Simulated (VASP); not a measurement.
Input of a VASP 6.6.1 run:

File INCAR:

```
ALGO     = Normal         # electronic algorithm
EDIFF    = 1E-6           # SCF threshold, eV
ENCUT    = 520            # plane-wave cutoff, eV
GGA      = PE             # functional
ISIF     = 2              # what is computed and relaxed
ISMEAR   = -1             # smearing method
LASPH    = True           # aspherical terms in the spheres
LCHARG   = False          # write CHGCAR
LREAL    = False          # projectors in reciprocal space
LWAVE    = False          # write WAVECAR
NBANDS   = 21             # bands
NELM     = 60             # most SCF steps
PREC     = Accurate       # precision mode
SIGMA    = 0.05           # smearing width, eV
```

KPOINTS

```
k-points
0
Gamma
  13 13 13
```

Contents of POSCAR:

```
Sn
1.0
   -2.8449954717      2.8449954717      1.5429257663
    2.8449954717     -2.8449954717      1.5429257663
    2.8449954717      2.8449954717     -1.5429257663
Sn
2
Direct
   -0.3750000000     -0.1250000000     -0.2500000000
    0.3750000000      0.1250000000      0.2500000000
```

Potentials or basis: VASP PAW PBE potentials, release 64 (Sn_d).

Run with:

```bash
$ cat potpaw_PBE.64/Sn_d/POTCAR > POTCAR
$ mpirun -np 1 vasp_std > vasp.out
```

Question: Estimate the band gap on the k mesh.

Answer: Zero (bands 14 and 15 overlap by 4.56 eV).

Question: What does it give for the pressure?

Answer: 8.3 GPa.

Caveat: the cell stands under pressure; spin-orbit coupling is left out, which moves the levels of the heavy elements.
